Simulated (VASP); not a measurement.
Input of a VASP 6.6.1 run:

Contents of INCAR:

```
SYSTEM = HfC
  PREC = Accurate
  ENCUT = 520
  EDIFF = 1E-7
  ISMEAR = -1
  SIGMA = 0.1
  LREAL = .False.
  LASPH = .True.
  NELM = 60
  ALGO = Normal
  ISIF = 2
  LWAVE = .False.
  LCHARG = .True.
  GGA = CA
  LELF = .True.
  LVHAR = .True.
  NBANDS = 22
```

The input KPOINTS:

```
regular mesh
0
Gamma
  8 8 5
  0 0 0
```

File POSCAR:

```
HfC
1.0
    3.3650048306      0.0000000000      0.0000000000
   -1.6825024153      2.9141797905      0.0000000000
    0.0000000000      0.0000000000      5.2371700637
Hf C
2 2
Direct
    0.6666666667      0.3333333333      0.7500000000
    0.3333333333      0.6666666667      0.2500000000
    0.0000000000      0.0000000000      0.0000000000
    0.0000000000      0.0000000000      0.5000000000
```

Potentials or basis: VASP PAW LDA potentials, release 64 (Hf_pv, C).

Command:

```sh
$ cat potpaw_LDA.64/Hf_pv/POTCAR potpaw_LDA.64/C/POTCAR > POTCAR
$ mpirun -np 1 vasp_std > vasp.out
```

(1) Predict the pressure.

(2) Estimate the band gap on the k mesh.

Results:

(1) -16.4 GPa.

(2) zero (band 14 reaches 7.11 eV, above the bottom of band 15 at 5.96 eV).

Caveat: spin-orbit coupling is left out, which moves the levels of the heavy elements.
